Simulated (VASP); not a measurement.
Here is a VASP 6.6.1 calculation.

File INCAR:

```
SYSTEM = ZrS2
PREC = Accurate ; ENCUT = 400
EDIFF = 1E-6 ; ISMEAR = 0
SIGMA = 0.03 ; LREAL = .False.
LASPH = .True. ; NELM = 120
ALGO = Normal ; ISIF = 2
LWAVE = .False. ; LCHARG = .True.
LDIPOL = .True. ; IDIPOL = 3
DIPOL = 0.5 0.5 0.285 ; GGA = CA
LELF = .True. ; LVHAR = .True.
LVACPOTAV = .True. ; NBANDS = 19
GGA_COMPAT = .False. ; NELMDL = -8
```

File KPOINTS:

```
regular mesh
0
Gamma
  12 12 1
  0 0 0
```

The input POSCAR:

```
ZrS2
1.0
    3.6063004713      0.0000000000      0.0000000000
   -1.8031502357      3.1231478218      0.0000000000
    0.0000000000      0.0000000000     29.6000000022
S Zr
2 1
Direct
    0.3333333333      0.6666666667      0.2367938896
    0.6666666667      0.3333333333      0.3341520563
    0.0000000000      0.0000000000      0.2854729730
```

Potentials or basis: VASP PAW LDA potentials, release 64 (S, Zr_sv).

The run is started by

```bash
$ cat potpaw_LDA.64/S/POTCAR potpaw_LDA.64/Zr_sv/POTCAR > POTCAR
$ mpirun -np 1 vasp_std > vasp.out
```

Q: What does it give for the largest force?

A: 0.018 eV/Å.

Q: Estimate the band gap on the k mesh.

A: 0.96 eV (least direct gap 1.56 eV).

Forces in eV/Å, atoms in the order of the input:
```
S    0.000  0.000 -0.018
S    0.000  0.000  0.018
Zr   0.000  0.000  0.000
```
